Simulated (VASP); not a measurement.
Crystal: Ga4As3N.

```
Ga As N
1.0
    -2.69214    2.69214    5.38428
     2.69214   -2.69214    5.38428
     2.69214    2.69214   -5.38428
Ga As N
4 3 1
Cartesian
  2.6921 0.0000 0.0000
  0.0000 0.0000 8.0764
  0.0000 2.6921 0.0000
  0.0000 0.0000 2.6921
  2.6921 0.0000 2.6921
  0.0000 2.6921 2.6921
  0.0000 0.0000 5.3843
  0.0000 0.0000 0.0000
```

* Program: VASP 6.6.1
* Task: relaxation of cell and atoms
* Functional: PBE
* Potentials or basis: VASP PAW PBE potentials, release 64 (Ga_d, As, N)
* Cutoff: 600 eV
* k mesh: 4 × 4 × 4
* Occupations: gaussian, width 0.1 eV
* Spin: no spin polarisation

At the start: pressure -6.2 GPa; volume 19.51 Å³/atom.

Q: Where does the relaxation end?

A: Over 31 steps the energy falls by 240.5 meV/atom and the volume is 17.58 Å³/atom (-9.9 %); space group I4/mmm (No. 139, to 0.1 Å) before and after.

The path:
```
step  energy change (eV)  largest force (eV/Å)  pressure (GPa)  volume (Å³)
   1              0.0000                0.8903           -6.16       156.09
   2             -0.4244                1.2821            0.20       139.74
   3             -0.4294                1.3389            1.34       137.74
   4             -0.6380                1.3978            1.69       136.26
   5             -1.2221                1.1681            4.08       131.84
   6              2.0185               10.9404           28.37       123.16
   7             -1.2210                1.1376            4.69       131.27
   8             -1.1071                1.0819           11.05       127.19
   9             -1.3008                0.8083            6.04       130.02
  10             -1.4806                0.5050            3.58       133.48
  11             -1.5979                0.1998            0.59       140.06
  12             -1.5985                0.1496            0.74       139.65
  13             -1.6364                0.0658           -0.17       140.61
  14             -1.6608                0.3184           -1.23       141.88
  15             -1.6716                0.6730           -3.10       144.36
  16             -1.6996                0.7111           -2.95       143.90
  17             -1.7631                0.8391           -2.13       142.49
  18             -1.7240                1.0940            0.56       139.41
  19             -1.7785                0.9168           -1.50       141.59
  20             -1.8101                0.8297           -0.94       140.60
  21             -1.8632                0.4910            1.00       137.65
  22             -1.8653                0.3670            1.65       136.80
  23             -1.8858                0.2252            1.17       137.79
  24             -1.9013                0.0453            0.42       139.53
  25             -1.9124                0.0446           -0.09       140.37
  26             -1.9170                0.1485           -0.63       141.42
  27             -1.9215                0.1230           -0.07       140.68
  28             -1.9219                0.1155            0.09       140.45
  29             -1.9220                0.1138            0.16       140.39
  30             -1.9232                0.0524            0.09       140.52
  31             -1.9236                0.0066            0.09       140.62
```

Final structure:
```
Ga As N
1.0
    -2.50593    2.50593    5.59813
     2.50593   -2.50593    5.59813
     2.50593    2.50593   -5.59813
Ga As N
4 3 1
Direct
  0.00000 0.50000 0.50000
  0.82343 0.82343 0.00000
  0.50000 0.00000 0.50000
  0.17657 0.17657 0.00000
  0.25000 0.75000 0.50000
  0.75000 0.25000 0.50000
  0.50000 0.50000 0.00000
  0.00000 0.00000 0.00000
```
